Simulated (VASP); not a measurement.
Write the native input for VASP 6.6.1 that does the following.

```
Task                   : single point
Functional             : PBEsol
Potentials or basis    : VASP PAW PBE potentials, release 64 (Re)
Cutoff                 : 520 eV
k mesh                 : 18 × 16 × 18
Occupations            : gaussian, width 0.1 eV
Spin                   : no spin polarisation
Dipole correction      : no
Further INCAR settings : ALGO = Fast; EDIFF = 1e-06; NBANDS = 10; ISYM = 0
```

The structure of Re lies in POSCAR:

```
Re
1.0
    0.0000000000      1.9092325000      1.9092325000
    1.9882325000     -0.0790000000      1.9882325000
    1.9092325000      1.9092325000      0.0000000000
Re
1
Direct
    0.0000000000      0.0000000000      0.0000000000
```

This cell differs from its parent crystal: strained.

One way to write it, as run:

INCAR

```
ALGO = Fast ; EDIFF = 1E-6
ENCUT = 520 ; GGA = PS
ISIF = 2 ; ISMEAR = 0
ISYM = 0 ; LASPH = T
LCHARG = F ; LREAL = F
LWAVE = F ; NBANDS = 10
NELM = 60 ; PREC = Accurate
SIGMA = 0.1
```

KPOINTS

```
k-points
0
Gamma
  18 16 18
```

Potentials or basis: VASP PAW PBE potentials, release 64 (Re).

Command:

```sh
$ cat potpaw_PBE.64/Re/POTCAR > POTCAR
$ mpirun -np 1 vasp_std > vasp.out
```

It gave:

- Pressure: -3.2 GPa

Caveat: the cell differs from its parent crystal (strained); the PAW data sets were made with another functional, which shifts forces and pressure a little.

It took 2.7 min on 1 thread of Intel(R) Xeon(R) 6975P-C (Granite Rapids) (shared host), peak memory 0.49 GiB.
